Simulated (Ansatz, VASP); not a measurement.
# SrO: VASP beside Ansatz

```xyz
2
Lattice="0.0000 2.4960 2.4960 2.4960 0.0000 2.4960 2.4960 2.4960 0.0000" Properties=species:S:1:pos:R:3 pbc="T T T"
Sr    2.4960    2.4960    2.4960
O     0.0000    0.0000    0.0000
```

Alike in both runs: task relaxation of cell and atoms; functional BLYP; dispersion D4; k mesh 9 × 9 × 9; occupations methfessel-paxton of order 1, width 0.1 eV; no spin polarisation.

```csv
,VASP,Ansatz
version,VASP 6.6.1,Ansatz 0.2.0
potentials or method,"VASP PAW PBE potentials, release 64 (Sr_sv, O)",Ansatz PAW
plane-wave cutoff (eV),600,420
valence electrons in the cell,16,16
```

|  | VASP | Ansatz | Ansatz less VASP |
| --- | --- | --- | --- |
| relaxed volume (Å³/atom) | 17.55 | 17.44 | -0.110 |
| relaxed cell length with the largest relative difference (Å) | 3.675 | 3.667 | -0.0077 |

VASP's potentials were made for PBE, not for BLYP.

Noted on Ansatz's run: odd divisions of the mesh miss points on the zone boundary, where band edges often lie, so the gap on the mesh can be too wide; the plane-wave basis is chosen anew once the cell has moved, so the energies of steps on either side of that aren't comparable.
